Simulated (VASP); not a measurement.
Sn3PbS4:

```
CELL_PARAMETERS angstrom
6.22529 -4.14164 0.00000
6.22529 4.14164 0.00000
-1.23206 0.00000 4.01630
ATOMIC_POSITIONS crystal
Sn 0.98971 0.49687 0.06089
Sn 0.00410 0.00410 0.39086
Sn 0.49687 0.98971 0.06089
Pb 0.49544 0.49544 0.39323
S 0.27164 0.78161 0.93138
S 0.22415 0.22415 0.61412
S 0.72538 0.72538 0.61483
S 0.78161 0.27164 0.93138
```

Base run:

```yaml
Program: VASP 6.6.1
Functional: PBE
Potentials_or_basis: VASP PAW PBE potentials, release 64 (Sn_d, Pb_d, S)
Cutoff: 500 eV
k_mesh: 4 × 4 × 8
Occupations: gaussian, width 0.02 eV
Spin: no spin polarisation
```

Its results: band gap on the k mesh 0.64 eV (least direct gap 0.98 eV); pressure -0.1 GPa; largest force 0.008 eV/Å.

**Question.** The run is repeated on the same cell with these changes: functional from PBE to LDA; potentials or basis from VASP PAW PBE potentials, release 64 (Sn_d, Pb_d, S) to VASP PAW LDA potentials, release 64 (Sn_d, Pb_d, S). What comes out?

**Answer.** Band gap on the k mesh 0.56 eV (least direct gap 0.87 eV); pressure -4.3 GPa; largest force 0.190 eV/Å.

Caveats: spin-orbit coupling is left out, which moves the levels of the heavy elements; the cell stands under tension (at least some runs).

A k mesh can miss the band edges.
